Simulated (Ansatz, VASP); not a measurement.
**Two plane-wave programs on Bi2Te3**

```
Bi Te
1.0
     2.19300    1.26613   10.16567
    -2.19300    1.26613   10.16567
     0.00000   -2.53226   10.16567
Bi Te
2 3
Direct
  0.40000 0.40000 0.40000
  0.60000 0.60000 0.60000
  0.00000 0.00000 0.00000
  0.20950 0.20950 0.20950
  0.79050 0.79050 0.79050
```

Alike in both runs: task single point; functional PBE; k mesh 6 × 6 × 6; occupations gaussian, width 0.1 eV; no spin polarisation.

|  | VASP | Ansatz |
| --- | --- | --- |
| version | VASP 6.6.1 | Ansatz 0.2.0 |
| potentials or method | VASP PAW PBE potentials, release 64 (Bi_d, Te), cutoff 520 eV | scalar-relativistic, plane waves, PAW |
| valence electrons in the cell | 48 | 78 |

```tsv
	VASP	Ansatz	Ansatz less VASP
gap on the k mesh at the Fermi level (eV)	0.28	0.29	+0.011
least direct gap on the mesh (eV)	0.28	0.29	+0.011
pressure (GPa)	1.9	1.9	+0.02
traceless stress, the component that is largest in VASP (GPa)	-0.12	-0.12	-0.002
rms of the force components (eV/Å)	0.011	0.017	+0.0059
```

Atom by atom the forces differ by 0.006 eV/Å (rms over components). VASP's potentials hold 48 valence electrons a cell and Ansatz's 78, so a difference there can come from the potentials and not from the codes.

Neither program's run includes spin-orbit coupling.
